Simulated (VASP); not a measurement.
# BN in VASP: a series of runs, part 2 of 2

VASP 6.6.1. Earlier steps stand in the parts before.

### 4 Single point, PBE

This run uses another cell than the first one, of 5.49 Å³/atom, 0.852 times its volume.

File INCAR:

```
SYSTEM = BN
PREC = Accurate ; ENCUT = 520
EDIFF = 1E-6 ; ISMEAR = 0
SIGMA = 0.05 ; LREAL = .FALSE.
LASPH = .TRUE. ; NELM = 80
ALGO = Normal ; ISIF = 2
LWAVE = .FALSE. ; LCHARG = .FALSE.
GGA = PE ; NBANDS = 16
```

File KPOINTS:

```
regular mesh
0
G
  6 6 6
  0 0 0
```

File POSCAR:

```
BN
1.0
    0.0000000000     -1.8123937734     -1.7398980225
   -1.7398980225      0.0000000000     -1.7398980225
    1.7398980225      1.8123937734     -3.4797960449
B N
2 2
Direct
   -0.0015993670      0.0071310777      0.0000000000
    0.5015993670      0.4928689223      0.5000000000
    0.3733632633      0.3822976976      0.8750000000
    0.8766367367      0.8677023024      0.3750000000
```

Potentials or basis: VASP PAW PBE potentials, release 64 (B, N).

Launch:

```console
$ cat potpaw_PBE.64/B/POTCAR potpaw_PBE.64/N/POTCAR > POTCAR
$ mpirun -np 1 vasp_std > vasp.out
```

OUTCAR:

```text
SYSTEM = BN
   PREC = Accurate
   ENCUT = 520
   EDIFF = 1E-6
   ISMEAR = 0
   LREAL = .FALSE.
   LASPH = .TRUE.
   NELM = 80
   ISIF = 2
   GGA = PE

 ion  position               nearest neighbor table
   1  0.998  0.007  0.000-   3 1.53   4 1.53   3 1.53   3 1.53
   2  0.502  0.493  0.500-   4 1.53   4 1.53   4 1.53   3 1.53
   3  0.373  0.382  0.875-   1 1.53   1 1.53   1 1.53   2 1.53
   4  0.877  0.868  0.375-   2 1.53   2 1.53   1 1.53   2 1.53

  LATTYP: Found a base centered monoclinic cell.
 ALAT       =     4.3810472512
 B/A-ratio  =     0.5616436526
 C/A-ratio  =     1.0000000000
[... 655 lines left out ...]
  --------------------------------------------------------------------------------------
  -------------------------------------------------------------------------------------
  Total        6.1771264      2.2972465      6.1842889     -0.0050125      0.0059684      0.0052742
  in kB      450.9588638    167.7096412    451.4817576     -0.3659364      0.4357187      0.3850433
  external PRESSURE =     356.7167542 kB  Pullay stress =       0.0000000 kB

 VOLUME and BASIS-vectors are now :
 -----------------------------------------------------------------------------
  energy-cutoff  :      520.00
  volume of cell :       21.95
      direct lattice vectors                 reciprocal lattice vectors
     0.000000000 -1.812393773 -1.739898023     0.143686582 -0.413817356 -0.143686582
    -1.739898023  0.000000000 -1.739898023    -0.431059746  0.137939119 -0.143686582
     1.739898023  1.812393773 -3.479796045     0.143686582  0.137939119 -0.143686582

 POSITION                                       TOTAL-FORCE (eV/Angst)
 -----------------------------------------------------------------------------------
     -0.01241     -1.80950     -1.74952         0.111953     -0.029983      0.090803
      0.01241     -0.00290     -3.47017        -0.114936      0.027417     -0.088399
      0.85725      0.90916     -4.35959         0.151631     -0.038024      0.110842
     -0.85725     -0.90916     -4.33990        -0.148647      0.040590     -0.113246
 -----------------------------------------------------------------------------------
    total drift:                                0.000010     -0.000004     -0.000007

  FREE ENERGIE OF THE ION-ELECTRON SYSTEM (eV)
  ---------------------------------------------------
  free  energy   TOTEN  =       -34.6407093819 eV

  energy  without entropy=      -34.6407093819  energy(sigma->0) =      -34.64070938
```

Run time: 12 s. Hardware: 1 thread of Intel Xeon 6975P-C (Granite Rapids), shared host; peak memory 0.15 GiB.

Results:

| Property | Result |
| --- | --- |
| Free energy | -34.6407 eV |
| Pressure | 35.7 GPa |
| Largest force | 0.192 eV/Å |
| Band gap on the k mesh | 4.14 eV |

Forces in eV/Å, atoms in the order of the input:
```
B    0.112 -0.030  0.091
B   -0.115  0.027 -0.088
N    0.152 -0.038  0.111
N   -0.149  0.041 -0.113
```

Caveat: the k points lie up to 0.50 Å⁻¹ apart. A k mesh can miss the band edges.

### 5 Single point, PBE

This run uses another cell than the first one, of 5.49 Å³/atom, 0.852 times its volume.

File INCAR:

```
SYSTEM = BN
PREC = Accurate
ENCUT = 520
EDIFF = 1E-6
ISMEAR = 0
SIGMA = 0.05
LREAL = .FALSE.
LASPH = .TRUE.
NELM = 80
ALGO = Normal
ISIF = 2
LWAVE = .FALSE.
LCHARG = .TRUE.
GGA = PE
LELF = .TRUE.
LVHAR = .TRUE.
NBANDS = 16
```

KPOINTS is that of step 4.

File POSCAR:

```
BN
1.0
    0.0000000000     -1.8123937734     -1.7398980225
   -1.7398980225      0.0000000000     -1.7398980225
    1.7398980225      1.8123937734     -3.4797960449
B N
2 2
Direct
   -0.0031987340      0.0142621553      0.0000000000
    0.5031987340      0.4857378447      0.5000000000
    0.3717265265      0.3895953952      0.8750000000
    0.8782734735      0.8604046048      0.3750000000
```

Launch:

```console
$ cat potpaw_PBE.64/B/POTCAR potpaw_PBE.64/N/POTCAR > POTCAR
$ mpirun -np 1 vasp_std > vasp.out
```

Run time: 13 s. Hardware: 1 thread of Intel Xeon 6975P-C (Granite Rapids), shared host; peak memory 0.14 GiB.

It converged, with:

| Property | Result |
| --- | --- |
| Free energy | -34.6243 eV |
| Pressure | 35.6 GPa |
| Largest force | 0.384 eV/Å |
| Band gap on the k mesh | 4.13 eV |

Forces on the atoms (eV/Å):
```
B    0.227 -0.055  0.178
B   -0.226  0.059 -0.181
N    0.300 -0.081  0.226
N   -0.301  0.077 -0.223
```

Stress tensor (GPa, compression positive):
```
44.86 -0.01  0.00
-0.01 16.93  0.04
 0.00  0.04 45.07
```

Levels at points of the mesh, in eV from the valence-band top:
| k point | band 4 | band 5 | band 6 | band 7 | band 8 | band 9 | band 10 | band 11 | band 12 | band 13 |
| --- | --- | --- | --- | --- | --- | --- | --- | --- | --- | --- |
| (0.00, 0.00, 0.00) | -2.58 | -1.88 | -0.45 | -0.02 | 0.00 | 8.90 | 8.93 | 9.24 | 10.06 | 11.11 |
| (0.50, 0.00, 0.00) | -9.34 | -5.99 | -5.93 | -3.70 | -3.70 | 8.12 | 8.16 | 13.96 | 14.11 | 15.04 |
| (0.00, 0.50, 0.00) | -9.43 | -5.57 | -5.30 | -4.27 | -4.25 | 7.34 | 7.50 | 12.86 | 13.58 | 14.61 |
| (0.50, 0.50, 0.50) | -9.43 | -5.56 | -5.34 | -4.26 | -4.25 | 7.35 | 7.49 | 12.88 | 13.56 | 14.52 |
| (0.50, 0.50, 0.00) | -9.36 | -5.62 | -5.60 | -2.58 | -1.89 | 4.14 | 9.15 | 10.05 | 11.20 | 11.63 |
| (0.00, 0.50, 0.50) | -9.36 | -5.62 | -5.60 | -2.58 | -1.88 | 4.13 | 9.13 | 10.06 | 11.21 | 11.62 |
| (0.00, 0.00, 0.50) | -5.92 | -1.64 | -1.62 | -1.11 | -1.08 | 9.77 | 9.92 | 10.45 | 10.52 | 11.15 |
| (0.50, 0.00, 0.50) | -9.97 | -5.03 | -5.02 | -2.56 | -1.91 | 4.91 | 10.03 | 10.18 | 11.21 | 11.60 |

Caveat: the k points lie up to 0.50 Å⁻¹ apart. A k mesh can miss the band edges.

### 6 Single point, PBE

This run uses another cell than the first one, of 5.64 Å³/atom, 0.876 times its volume.

File INCAR:

```
SYSTEM = BN
ALGO = Normal
EDIFF = 1E-6
ENCUT = 520
GGA = PE
ISIF = 2
ISMEAR = 0
LASPH = .TRUE.
LCHARG = .TRUE.
LELF = .TRUE.
LREAL = .FALSE.
LVHAR = .TRUE.
LWAVE = .FALSE.
NBANDS = 16
NELM = 60
PREC = Accurate
SIGMA = 0.05
```

File KPOINTS:

```
k-points
0
G
  6 6 6
  0 0 0
```

File POSCAR:

```
BN
1.0
    0.0000000000     -1.8123937734     -1.7640028597
   -1.7640028597      0.0000000000     -1.7640028597
    1.7640028597      1.8123937734     -3.5280057193
B N
2 2
Direct
   -0.0015993670      0.0071310777      0.0000000000
    0.5015993670      0.4928689223      0.5000000000
    0.3733632633      0.3822976976      0.8750000000
    0.8766367367      0.8677023024      0.3750000000
```

Potentials or basis: VASP PAW PBE potentials, release 64 (B, N).

Launch:

```console
$ cat potpaw_PBE.64/B/POTCAR potpaw_PBE.64/N/POTCAR > POTCAR
$ mpirun -np 1 vasp_std > vasp.out
```

Wall time 14 s (1 thread of Intel Xeon 6975P-C (Granite Rapids), shared host); peak memory 0.15 GiB.

It converged, with:

* Free energy: -34.7819 eV
* Pressure: 22.6 GPa
* Largest force: 0.196 eV/Å
* Band gap on the k mesh: 4.25 eV

Forces in eV/Å, atoms in the order of the input:
```
B    0.114 -0.029  0.092
B   -0.117  0.027 -0.089
N    0.155 -0.037  0.115
N   -0.152  0.039 -0.118
```

Stress tensor (GPa, compression positive):
```
28.55 -0.03  0.03
-0.03 10.63  0.04
 0.03  0.04 28.60
```

Levels at points of the mesh, in eV from the valence-band top:
```tsv
k point	band 6	band 7	band 8	band 9	band 10	band 11
(0.00, 0.00, 0.00)	-0.29	0.00	0.00	8.88	8.88	9.08
(0.50, 0.00, 0.00)	-5.65	-3.68	-3.68	7.92	7.94	13.71
(0.00, 0.50, 0.00)	-5.27	-4.04	-4.04	7.43	7.50	13.02
(0.50, 0.50, 0.50)	-5.28	-4.04	-4.04	7.43	7.49	13.04
(0.50, 0.50, 0.00)	-5.35	-2.35	-1.90	4.25	9.18	10.18
(0.00, 0.50, 0.50)	-5.35	-2.35	-1.90	4.25	9.17	10.18
(0.00, 0.00, 0.50)	-1.44	-1.12	-1.10	9.81	9.87	10.44
(0.50, 0.00, 0.50)	-4.97	-2.34	-1.91	4.75	9.83	10.18
```

Caveat: the k points lie up to 0.49 Å⁻¹ apart. A k mesh can miss the band edges.

### 7 The runs side by side

| cell | gap on the mesh (eV) | pressure (GPa) | largest force (eV/Å) |
| --- | --- | --- | --- |
| a = 2.615, b = 2.666, c = 4.588 Å, angles 73.1, 71.4, 59.4°, 4 atoms | 3.74 | -25.2 | - |
| a = 2.512, b = 2.461, c = 4.292 Å, angles 73.3, 75.1, 60.7°, 4 atoms | 4.13 | 35.6 | 0.38 |
| a = 2.529, b = 2.495, c = 4.341 Å, angles 73.3, 74.5, 60.4°, 4 atoms | 4.25 | 22.6 | 0.20 |

Some of these runs hold the atoms at other places in the same cell, which the table doesn't show; runs alike in all that it shows share one row.

Alike in all rows: task single point; level PBE; potentials or basis VASP PAW PBE potentials, release 64 (B, N); no spin polarisation; k mesh 6 × 6 × 6; cutoff (eV) 520; smearing gaussian 0.05 eV.

Caveats: all runs use coarse meshes.

Total energies depend on the potentials used, so only differences within one code and one set of settings carry meaning.
